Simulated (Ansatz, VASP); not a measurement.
Hf in VASP and in Ansatz

The input INCAR:

```
SYSTEM = Hf
PREC = Accurate ; ENCUT = 520
EDIFF = 1E-6 ; ISMEAR = 0
SIGMA = 0.1 ; LREAL = .FALSE.
LASPH = .TRUE. ; NELM = 80
ALGO = Normal ; ISIF = 2
LWAVE = .FALSE. ; LCHARG = .FALSE.
GGA = PE ; NBANDS = 11
```

File KPOINTS:

```
regular mesh
0
G
  16 16 16
  0 0 0
```

POSCAR

```
Hf
1.0
   -1.6983787747      1.6983787747      1.6983787747
    1.6983787747     -1.6983787747      1.6983787747
    1.6983787747      1.6983787747     -1.6983787747
Hf
1
Direct
    0.0000000000      0.0000000000      0.0000000000
```

Input for Ansatz:

```yaml
crystal:
  lattice:
    - [-1.6983787747, 1.6983787747, 1.6983787747]
    - [1.6983787747, -1.6983787747, 1.6983787747]
    - [1.6983787747, 1.6983787747, -1.6983787747]
  atoms:
    - { symbol: Hf, position: [0.0, 0.0, 0.0] }
basis:
  ecutwfc: 420
kpoints:
  mp_grid: { grid: [16, 16, 16] }
hamiltonian:
  xc: pbe
scf:
  occupations: { method: gaussian, width: 0.1 }
output:
  forces: true
  stress: true
  eigenvalues: true
```

Alike in both runs: task single point; functional PBE; k mesh 16 × 16 × 16; occupations gaussian, width 0.1 eV; no spin polarisation.

|  | VASP | Ansatz |
| --- | --- | --- |
| version | VASP 6.6.1 | Ansatz 0.2.0 |
| potentials or method | VASP PAW PBE potentials, release 64 (Hf_pv), cutoff 520 eV | scalar-relativistic, plane waves, PAW |
| valence electrons in the cell | 10 | 26 |

Ansatz gave:

- gap on the k mesh at the Fermi level (eV): none
- pressure (GPa): 15.9

Q: Estimate VASP's values.

A: gap on the k mesh at the Fermi level (eV): none; pressure (GPa): 15.6.

A gap of «none» marks a metal or a gap that the smearing closes. VASP's potentials hold 10 valence electrons a cell and Ansatz's 26, so a difference there can come from the potentials and not from the codes.

Neither program's run includes spin-orbit coupling.
